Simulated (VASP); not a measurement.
Input of a VASP 6.6.1 run:

INCAR

```
PREC = Accurate
ENCUT = 500
EDIFF = 1E-7
ISMEAR = 0
SIGMA = 0.1
LREAL = False
LASPH = True
NELM = 200
ALGO = Normal
ISIF = 3
LWAVE = False
LCHARG = False
GGA = PE
IBRION = 2
NSW = 90
EDIFFG = -0.04
GGA_COMPAT = False
NELMIN = 4
LMAXMIX = 6
```

KPOINTS

```
Automatic mesh
0
Gamma
  4 4 4
```

POSCAR

```
HoAuCl4
1.0
    0.0000000000      4.3104372700      4.3104372700
    4.3104372700      0.0000000000      4.3104372700
    4.3104372700      4.3104372700      0.0000000000
Ho Au Cl
1 1 4
Direct
    0.7500000000      0.7500000000      0.7500000000
    0.0000000000      0.0000000000      0.0000000000
    0.8749721900      0.3750092700      0.3750092700
    0.3750092700      0.3750092700      0.3750092700
    0.3750092700      0.8749721900      0.3750092700
    0.3750092700      0.3750092700      0.8749721900
```

Potentials or basis: VASP PAW PBE potentials, release 64 (Ho_3, Au, Cl), 4f in core.

The run is started by

```bash
$ cat potpaw_PBE.64/Ho_3/POTCAR potpaw_PBE.64/Au/POTCAR potpaw_PBE.64/Cl/POTCAR > POTCAR
$ mpirun -np 1 vasp_std > vasp.out
```

**Question.** Predict the relaxed volume.

**Answer.** 22.10 Å³/atom.

**Question.** Predict the band gap on the k mesh.

**Answer.** Zero (bands 24 and 25 overlap by 0.25 eV).

**Question.** Estimate the space group after relaxing (to 0.1 Å).

**Answer.** F-43m (No. 216).

**Question.** Estimate the relaxed cell.

**Answer.** a = 5.724 Å, b = 5.724 Å, c = 5.724 Å, α = 60.00°, β = 60.00°, γ = 60.00°.

Step by step:
```csv
step,energy change (eV),largest force (eV/Å),pressure (GPa),volume (Å³)
1,0.0000,0.0282,-5.74,160.17
2,-0.5560,0.0062,-2.13,139.02
3,-0.6047,0.0004,-0.21,132.58
```

Caveat: the volume moved by over 15 % at a fixed basis, so the end points are rough; spin-orbit coupling is left out, which moves the levels of the heavy elements; the 4f electrons are frozen in the core, so they carry no moment and show no levels; the run has no spin polarisation, though such a crystal can be magnetic. With open d or f shells a metallic result of PBE can be an artefact of self-interaction; +U or a hybrid may open a gap.
